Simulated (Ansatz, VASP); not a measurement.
# Two plane-wave programs on Ru

```
Ru
1.0
     2.72174    0.00000    0.00000
     1.36087    2.35709    0.00000
     0.00000    0.00000    4.29190
Ru
2
Direct
  0.00000 0.00000 0.10000
  0.33333 0.33333 0.60000
```

Alike in both runs: functional PBE; k mesh 24 × 24 × 14; occupations gaussian, width 0.1 eV; no spin polarisation.

Ansatz relaxed the structure, and its values are those at the end. VASP's run is a single point on that final structure, the one shown.

|  | VASP | Ansatz |
| --- | --- | --- |
| version | VASP 6.6.1 | Ansatz 0.2.0 |
| potentials or method | VASP PAW PBE potentials, release 64 (Ru_pv) | scalar-relativistic, plane waves, PAW |
| plane-wave cutoff (eV) | 520 | 420 |
| valence electrons in the cell | 28 | 32 |

|  | VASP | Ansatz | Ansatz less VASP |
| --- | --- | --- | --- |
| pressure (GPa) | -0.1 | 0.0 | +0.10 |

VASP's potentials hold 28 valence electrons a cell and Ansatz's 32, so a difference there can come from the potentials and not from the codes.
